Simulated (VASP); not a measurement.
# Al (P6_3/mmc) in VASP: further runs

Runs on Al. Level: PBEsol. Tasks: single point.

All numbers are computed with VASP 6.6.1; they aren't measurements. Logs are shortened: lines on timing, memory, paths and dates and some standing lists are left out, and cuts for length are marked.

### Step 1. The cell of the first run

It takes space group P6_3/mmc (No. 194, hexagonal). Conventional cell: a = 2.748 Å, b = 2.748 Å, c = 9.934 Å, α = 90.00°, β = 90.00°, γ = 120.00°. Within 3.6 Å of Al (site symmetry -3m) lie 12 Al at 2.75 to 2.95 Å. Al (site symmetry -6m2) has 12 Al at 2.75 to 2.95 Å within 3.6 Å.

This isn't the form of Al at room conditions, which is fcc.

### Step 2. Single point, PBEsol

File INCAR:

```
  ALGO = Fast
  EDIFF = 1E-7
  ENCUT = 520
  GGA = PS
  ISIF = 2
  ISMEAR = 0
  LASPH = T
  LCHARG = T
  LELF = T
  LREAL = F
  LVHAR = T
  LWAVE = F
  NBANDS = 14
  NELM = 100
  PREC = Accurate
  SIGMA = 0.15
```

File KPOINTS:

```
k-points
0
Gamma
  24 24 6
```

File POSCAR:

```
Al
1.0
    2.7475919078      0.0000000000      0.0000000000
   -1.3737959539      2.3794843913      0.0000000000
    0.0000000000      0.0000000000      9.9337033121
Al
4
Direct
    0.0000000000      0.0000000000      0.0000000000
    0.3333333333      0.6666666667      0.2500000000
    0.0000000000      0.0000000000      0.5000000000
    0.6666666667      0.3333333333      0.7500000000
```

Potentials or basis: VASP PAW PBE potentials, release 64 (Al).

Started as:

```console
$ cat potpaw_PBE.64/Al/POTCAR > POTCAR
$ mpirun -np 1 vasp_std > vasp.out
```

OUTCAR:

```text
EDIFF = 1E-7
   ENCUT = 520
   GGA = PS
   ISIF = 2
   ISMEAR = 0
   LASPH = T
   LREAL = F
   NELM = 100
   PREC = Accurate

 ion  position               nearest neighbor table
   1  0.000  0.000  0.000-   2 2.95   4 2.95   2 2.95   4 2.95   4 2.95   2 2.95
   2  0.333  0.667  0.250-   1 2.95   3 2.95   1 2.95   3 2.95   1 2.95   3 2.95
   3  0.000  0.000  0.500-   2 2.95   4 2.95   2 2.95   4 2.95   4 2.95   2 2.95
   4  0.667  0.333  0.750-   1 2.95   3 2.95   1 2.95   3 2.95   1 2.95   3 2.95

  LATTYP: Found a hexagonal cell.
 ALAT       =     2.7475919078
 C/A-ratio  =     3.6154216658

  Lattice vectors:

 A1 = (   2.7475919078,   0.0000000000,   0.0000000000)
 A2 = (  -1.3737959539,   2.3794843913,   0.0000000000)
 A3 = (   0.0000000000,   0.0000000000,   9.9337033121)

Analysis of symmetry for initial positions (statically):
=====================================================================
 Subroutine PRICEL returns:
 Original cell was already a primitive cell.

 Routine SETGRP: Setting up the symmetry group for a
 hexagonal supercell.

 Subroutine GETGRP returns: Found 24 space group operations
 (whereof 12 operations were pure point group operations)
 out of a pool of 24 trial point group operations.

The static configuration has the point symmetry D_3d.
 The point group associated with its full space group is D_6h.

Analysis of symmetry for dynamics (positions and initial velocities):
=====================================================================
 Subroutine PRICEL returns:
 Original cell was already a primitive cell.

 Routine SETGRP: Setting up the symmetry group for a
 hexagonal supercell.

 Subroutine GETGRP returns: Found 24 space group operations
 (whereof 12 operations were pure point group operations)
 out of a pool of 24 trial point group operations.

The dynamic configuration has the point symmetry D_3d.
 The point group associated with its full space group is D_6h.

 Subroutine INISYM returns: Found 24 space group operations
 (whereof 12 operations are pure point group operations),
 and found     1 'primitive' translations

----------------------------------------------------------------------------------------

                                     Primitive cell

  volume of cell :      64.9451

  direct lattice vectors                    reciprocal lattice vectors
     2.747591908  0.000000000  0.000000000     0.363955068  0.210129557  0.000000000
    -1.373795954  2.379484391  0.000000000     0.000000000  0.420259113  0.000000000
     0.000000000  0.000000000  9.933703312     0.000000000  0.000000000  0.100667391

  length of vectors
     2.747591908  2.747591908  9.933703312     0.420259113  0.420259113  0.100667391

  position of ions in fractional coordinates (direct lattice)
     0.000000000  0.000000000  0.000000000
     0.333333333  0.666666667  0.250000000
     0.000000000  0.000000000  0.500000000
     0.666666667  0.333333333  0.750000000

  ion indices of the primitive-cell ions
   primitive index   ion index
                 1           1
                 2           2
                 3           3
                 4           4

----------------------------------------------------------------------------------------

 KPOINTS: k-points

Automatic generation of k-mesh.
 Grid dimensions read from file:
 generate k-points for:   24   24    6

 Generating k-lattice:

  Cartesian coordinates                     Fractional coordinates (reciprocal lattice)
     0.015164795  0.008755398  0.000000000     0.041666667 -0.000000000  0.000000000
     0.000000000  0.017510796  0.000000000     0.000000000  0.041666667  0.000000000
     0.000000000  0.000000000  0.016777899     0.000000000  0.000000000  0.166666667

  Length of vectors
     0.017510796  0.017510796  0.016777899

  Shift w.r.t. Gamma in fractional coordinates (k-lattice)
     0.000000000  0.000000000  0.000000000

 Subroutine IBZKPT returns following result:
 ===========================================

 Found    244 irreducible k-points:

 Following reciprocal coordinates:
            Coordinates               Weight
  0.000000  0.000000  0.000000      1.000000
  0.041667  0.000000  0.000000      6.000000
  0.083333 -0.000000  0.000000      6.000000
  0.125000 -0.000000  0.000000      6.000000
  0.166667  0.000000  0.000000      6.000000
  0.208333  0.000000  0.000000      6.000000
[... 16 lines left out ...]
  0.416667  0.041667  0.000000     12.000000
  0.458333  0.041667  0.000000     12.000000
 [... further k-points ...]
   k-points           NKPTS =    244   k-points in BZ     NKDIM =    244   number of bands    NBANDS=     14
   number of dos      NEDOS =    301   number of ions     NIONS =      4
   total plane-waves  NPLWV =  32000
   dimension x,y,z NGX =    20 NGY =   20 NGZ =   80
   dimension x,y,z NGXF=    40 NGYF=   40 NGZF=  160
   ions per type =               4
   NGX,Y,Z   is equivalent  to a cutoff of  12.10, 12.10, 13.39 a.u.
   NGXF,Y,Z  is equivalent  to a cutoff of  24.20, 24.20, 26.78 a.u.
 SYSTEM =  unknown system
   PREC   = accura    normal or accurate (medium, high low for compatibility)
   ISTART =      0    job   : 0-new  1-cont  2-samecut
   ICHARG =      2    charge: 1-file 2-atom 10-const
   ISPIN  =      1    spin polarized calculation?
   LNONCOLLINEAR =      F non collinear calculations
   LSORBIT =      F    spin-orbit coupling
   LASPH  =      T    aspherical Exc in radial PAW
   ENCUT  =  520.0 eV  38.22 Ry    6.18 a.u.   5.11  5.11 18.47*2*pi/ulx,y,z
   NELM   =    100;   NELMIN=  2; NELMDL= -5     # of ELM steps
   EDIFF  = 0.1E-06   stopping-criterion for ELM
   LREAL  =      F    real-space projection
   EDIFFG = 0.1E-05   stopping-criterion for IOM
   NSW    =      0    number of steps for IOM
   IBRION =     -1    ionic relax: 0-MD 1-quasi-New 2-CG
   NFREE  =      0    steps in history (QN), initial steepest desc. (CG)
   ISIF   =      2    stress and relaxation
   ISYM   =      2    0-nonsym 1-usesym 2-fastsym
   POTIM  = 0.5000    time-step for ionic-motion
   TEBEG  =    0.0;   TEEND  =   0.0 temperature during run
   PSTRESS=    0.0 pullay stress
   NELECT =      12.0000    total number of electrons
   NUPDOWN=      -1.0000    fix difference up-down
   EMIN   =  10.00;   EMAX   =-10.00  energy-range for DOS
   EFERMI =   0.00;   METHOD = LEGACY
   ISMEAR =     0;   SIGMA  =   0.15  broadening in eV -4-tet -1-fermi 0-gaus
   EFERMI_NEDOS =   21; number of points for ismear=-14 and -15
   IALGO  =     68    algorithm
   IMIX   =      4    mixing-type and parameters
     AMIX     =   0.40;   BMIX     =  1.00
     AMIX_MAG =   1.60;   BMIX_MAG =  1.00
  volume/ion in A,a.u.               =      16.24       109.57
  Fermi-wavevector in a.u.,A,eV,Ry     =   0.932438  1.762052 11.829450  0.869440
  Thomas-Fermi vector in A             =   2.059035
   LORBIT       =      0    0 simple, 1 ext, 2 COOP (PROOUT), +10 PAW based schemes
   GGA     = PS    functional components
   LHFCALC =     F    Hartree Fock is set to
   AEXX    =    0.0000 exact exchange contribution
   IVDW    =     0    specifies the selected vdW correction
   LEPSILON=     F    determine dielectric tensor
   LRPA    =     F    only Hartree local field effects (RPA)
 non-spin polarized calculation
 RMM-DIIS sequential band-by-band and
 Gauss-broadening in eV      SIGMA  =   0.15
  energy-cutoff  :      520.00
  volume of cell :       64.95
 maximum number of plane-waves:      1769
   NGX = 11   NGY = 11   NGZ = 37

 number of electron      12.0000000 magnetization

 Free energy of the ion-electron system (eV)
  ---------------------------------------------------
  ext. energy  EPLUGINS =         0.00000000
  ---------------------------------------------------
  free energy    TOTEN  =       -16.22887353 eV

  energy without entropy =      -16.21241713  energy(sigma->0) =      -16.22064533

 E-fermi :   8.0787     XC(G=0): -10.3104

 val. band max:        8.0753803137   @ k =   0.4167   0.0000   0.3333
 cond. band min:       8.0788593219   @ k =   0.2500   0.2083   0.3333
 fundamental gap:      0.0034790082
 Fermi energy:         8.0786845041

 k-point     1 :       0.0000    0.0000    0.0000
  band No.  band energies     occupation
      1      -3.1335      2.00000
      2      -1.6473      2.00000
      3      -1.6441      2.00000
      4       2.4989      2.00000
      5       2.9823      2.00000
      6       9.7867      0.00000
      7       9.7912      0.00000
      8      18.5529      0.00000
      9      19.3901      0.00000
     10      20.4744      0.00000
     11      20.4744      0.00000
     12      20.4848      0.00000
     13      20.4848      0.00000
     14      21.2893      0.00000

 k-point     2 :       0.0417    0.0000    0.0000
  band No.  band energies     occupation
      1      -3.0882      2.00000
      2      -1.6024      2.00000
      3      -1.5992      2.00000
      4       2.5434      2.00000
      5       3.0247      2.00000
      6       9.8265      0.00000
      7       9.8312      0.00000
      8      18.4880      0.00000
      9      19.2352      0.00000
     10      19.4182      0.00000
     11      19.6181      0.00000
     12      20.3444      0.00000
     13      20.3479      0.00000
     14      20.7761      0.00000

 k-point     3 :       0.0833   -0.0000    0.0000
  band No.  band energies     occupation
      1      -2.9521      2.00000
      2      -1.4677      2.00000
      3      -1.4645      2.00000
      4       2.6766      2.00000
      5       3.1520      2.00000
      6       9.9452      0.00000
      7       9.9509      0.00000
      8      17.4808      0.00000
      9      18.3197      0.00000
     10      18.7567      0.00000
     11      18.8243      0.00000
     12      19.1304      0.00000
     13      19.5447      0.00000
     14      20.0381      0.00000

 k-point     4 :       0.1250   -0.0000    0.0000
  band No.  band energies     occupation
      1      -2.7257      2.00000
      2      -1.2436      2.00000
      3      -1.2405      2.00000
      4       2.8977      2.00000
      5       3.3640      2.00000
      6      10.1401      0.00000
      7      10.1482      0.00000
      8      15.8478      0.00000
      9      16.9755      0.00000
     10      17.1354      0.00000
     11      18.1047      0.00000
     12      18.8008      0.00000
     13      19.3416      0.00000
     14      19.3562      0.00000

 k-point     5 :       0.1667    0.0000    0.0000
  band No.  band energies     occupation
      1      -2.4095      2.00000
      2      -0.9305      2.00000
      3      -0.9275      2.00000
      4       3.2054      2.00000
      5       3.6609      2.00000
      6      10.4026      0.00000
      7      10.4180      0.00000
      8      14.2306      0.00000
      9      15.4067      0.00000
     10      15.5327      0.00000
     11      17.4608      0.00000
[... 276 lines left out ...]
 k-point    22 :       0.3750    0.0417    0.0000
  band No.  band energies     occupation
      1       0.9300      2.00000
      2       2.3683      2.00000
      3       2.3690      2.00000
      4       5.7405      2.00000
      5       6.7730      2.00000
      6       6.7834      2.00000
      7       7.6456      1.99996
      8       7.7855      1.99429
      9      11.4545      0.00000
     10      11.9685      0.00000
     11      13.3880      0.00000
     12      13.5215      0.00000
     13      14.6540      0.00000
     14      15.7210      0.00000

 k-point    23 :       0.4167    0.0417    0.0000
  band No.  band energies     occupation
      1       1.8042      2.00000
      2       3.2190      2.00000
      3       3.2215      2.00000
      4       4.8558      2.00000
      5       6.2947      2.00000
      6       6.3699      2.00000
      7       7.6157      1.99999
      8       7.7439      1.99840
      9      10.3817      0.00000
     10      10.7953      0.00000
     11      13.8202      0.00000
     12      14.1869      0.00000
     13      14.7607      0.00000
     14      15.5798      0.00000

 k-point    24 :       0.4583    0.0417    0.0000
  band No.  band energies     occupation
      1       2.7550      2.00000
      2       3.7558      2.00000
      3       4.0952      2.00000
      4       4.1290      2.00000
      5       5.3372      2.00000
      6       5.3633      2.00000
      7       8.3602      0.00794
      8       8.6326      0.00000
      9       9.3883      0.00000
     10       9.7175      0.00000
     11      13.9420      0.00000
     12      14.7261      0.00000
     13      15.2013      0.00000
     14      15.5901      0.00000

 [... further k-points ...]
[... 5 lines left out ...]
  --------------------------------------------------------------------------------------
  -------------------------------------------------------------------------------------
  Total        1.5241154      1.5241154     -1.5534692      0.0000000      0.0000000      0.0000000
  in kB       37.5995083     37.5995083    -38.3236580      0.0000000      0.0000000      0.0000000
  external PRESSURE =      12.2917862 kB  Pullay stress =       0.0000000 kB

 VOLUME and BASIS-vectors are now :
 -----------------------------------------------------------------------------
  energy-cutoff  :      520.00
  volume of cell :       64.95
      direct lattice vectors                 reciprocal lattice vectors
     2.747591908  0.000000000  0.000000000     0.363955068  0.210129557  0.000000000
    -1.373795954  2.379484391  0.000000000     0.000000000  0.420259113  0.000000000
     0.000000000  0.000000000  9.933703312     0.000000000  0.000000000  0.100667391

 POSITION                                       TOTAL-FORCE (eV/Angst)
 -----------------------------------------------------------------------------------
      0.00000      0.00000      0.00000         0.000000      0.000000      0.000000
     -0.00000      1.58632      2.48343        -0.000000      0.000000      0.000000
      0.00000      0.00000      4.96685         0.000000      0.000000      0.000000
      1.37380      0.79316      7.45028         0.000000     -0.000000     -0.000000
 -----------------------------------------------------------------------------------
    total drift:                               -0.000000      0.000000     -0.000000

  FREE ENERGIE OF THE ION-ELECTRON SYSTEM (eV)
  ---------------------------------------------------
  free  energy   TOTEN  =       -16.2288735253 eV

  energy  without entropy=      -16.2124171327  energy(sigma->0) =      -16.22064533
```

Wall time 90 s (1 thread of Intel Xeon 6975P-C (Granite Rapids), shared host); peak memory 0.29 GiB.

Results:

- Free energy: -16.2289 eV
- Pressure: 1.2 GPa
- Band gap on the k mesh: zero (bands 6 and 7 overlap by 4.16 eV)

Levels at points of the mesh, in eV from the Fermi level:
| k point | band 2 | band 3 | band 4 | band 5 | band 6 | band 7 | band 8 | band 9 | band 10 | band 11 |
| --- | --- | --- | --- | --- | --- | --- | --- | --- | --- | --- |
| (0.00, 0.00, 0.00) | -9.73 | -9.72 | -5.58 | -5.10 | 1.71 | 1.71 | 10.47 | 11.31 | 12.40 | 12.40 |
| (0.50, 0.00, 0.00) | -4.85 | -3.76 | -3.74 | -3.05 | -3.02 | 0.55 | 0.86 | 0.97 | 1.25 | 6.96 |
| (0.00, 0.00, 0.50) | -10.84 | -7.89 | -7.89 | -2.12 | -2.12 | 6.10 | 6.10 | 12.61 | 12.61 | 12.61 |
| (0.50, 0.00, 0.50) | -4.57 | -4.44 | -4.44 | -1.87 | -1.87 | -1.23 | -1.23 | 3.76 | 3.76 | 4.14 |

Caveat: the PAW data sets were made with another functional, which shifts forces and pressure a little.

[end of part 1 of 2]
